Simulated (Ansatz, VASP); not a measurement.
**BaTe: VASP beside Ansatz**

File INCAR:

```
ALGO = Normal ; EDIFF = 1E-7
ENCUT = 520 ; GGA = PS
ISIF = 2 ; ISMEAR = 0
LASPH = T ; LCHARG = T
LELF = T ; LREAL = F
LVHAR = T ; LWAVE = F
NBANDS = 15 ; NELM = 100
PREC = Accurate ; SIGMA = 0.05
```

File KPOINTS:

```
k-points
0
Gamma
  6 6 6
```

File POSCAR:

```
BaTe
1.0
    4.2624660000      0.0000000000      0.0000000000
    0.0000000000      4.3477153200      0.0000000000
    0.0000000000      0.0000000000      4.2624660000
Ba Te
1 1
Direct
    0.0000000000      0.0000000000      0.0000000000
    0.5000000000      0.5000000000      0.5000000000
```

Input for Ansatz:

```yaml
crystal:
  lattice:
    - [4.262466, 0.0, 0.0]
    - [0.0, 4.34771532, 0.0]
    - [0.0, 0.0, 4.262466]
  atoms:
    - { symbol: Ba, position: [0.0, 0.0, 0.0] }
    - { symbol: Te, position: [0.5, 0.5, 0.5] }
basis:
  ecutwfc: 420
kpoints:
  mp_grid: { grid: [6, 6, 6] }
hamiltonian:
  xc: pbesol
scf:
  occupations: { method: gaussian, width: 0.05 }
output:
  forces: true
  stress: true
  eigenvalues: true
```

Change from the starting cell: strain +0.0200 x Voigt [0, 1, 0, 0, 0, 0], atoms carried along.

Alike in both runs: task single point; functional PBEsol; k mesh 6 × 6 × 6; occupations gaussian, width 0.05 eV; no spin polarisation.

```csv
,VASP,Ansatz
version,VASP 6.6.1,Ansatz 0.2.0
potentials or method,"VASP PAW PBE potentials, release 64 (Ba_sv, Te), cutoff 520 eV","scalar-relativistic, plane waves, PAW"
valence electrons in the cell,16,26
```

|  | VASP | Ansatz | Ansatz less VASP |
| --- | --- | --- | --- |
| gap on the k mesh at the Fermi level (eV) | 0.68 | 0.78 | +0.096 |
| least direct gap on the mesh (eV) | 0.83 | 0.92 | +0.095 |
| pressure (GPa) | -2.3 | -2.7 | -0.43 |
| traceless stress, the component that is largest in VASP (GPa) | -0.91 | -0.91 | +0.003 |

VASP's potentials were made for PBE, not for PBEsol. VASP's potentials hold 16 valence electrons a cell and Ansatz's 26, so a difference there can come from the potentials and not from the codes.

Spin-orbit coupling is off throughout.
